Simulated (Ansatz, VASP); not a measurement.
# Two plane-wave programs on Te2Mo

```
CELL_PARAMETERS angstrom
6.36161 0.00000 0.00000
0.00000 3.48040 0.00000
-0.08574 0.00000 36.17589
ATOMIC_POSITIONS crystal
Te 0.07915 0.75000 0.44347
Te 0.92085 0.25000 0.55653
Te 0.57075 0.25000 0.45930
Te 0.42925 0.75000 0.54070
Mo 0.81865 0.75000 0.50253
Mo 0.18135 0.25000 0.49747
```

Alike in both runs: task single point; functional LDA; k mesh 6 × 10 × 1; occupations gaussian, width 0.05 eV; no spin polarisation.

|  | VASP | Ansatz |
| --- | --- | --- |
| version | VASP 6.6.1 | Ansatz 0.2.0 |
| potentials or method | VASP PAW LDA potentials, release 64 (Te, Mo_sv), cutoff 520 eV | scalar-relativistic, plane waves, PAW |
| valence electrons in the cell | 52 | 92 |

VASP gave:

- gap on the k mesh at the Fermi level (eV): none
- rms of the force components (eV/Å): 0.192

Q: What did Ansatz give for the same quantities?

A: gap on the k mesh at the Fermi level (eV): none; rms of the force components (eV/Å): 0.213.

LDA's correlation is that of Perdew and Zunger in VASP and of Perdew and Wang (1992) in Ansatz. Atom by atom the forces differ by 0.021 eV/Å (rms over components). A gap of «none» marks a metal or a gap that the smearing closes. VASP's potentials hold 52 valence electrons a cell and Ansatz's 92, so a difference there can come from the potentials and not from the codes.

Spin-orbit coupling is off throughout.
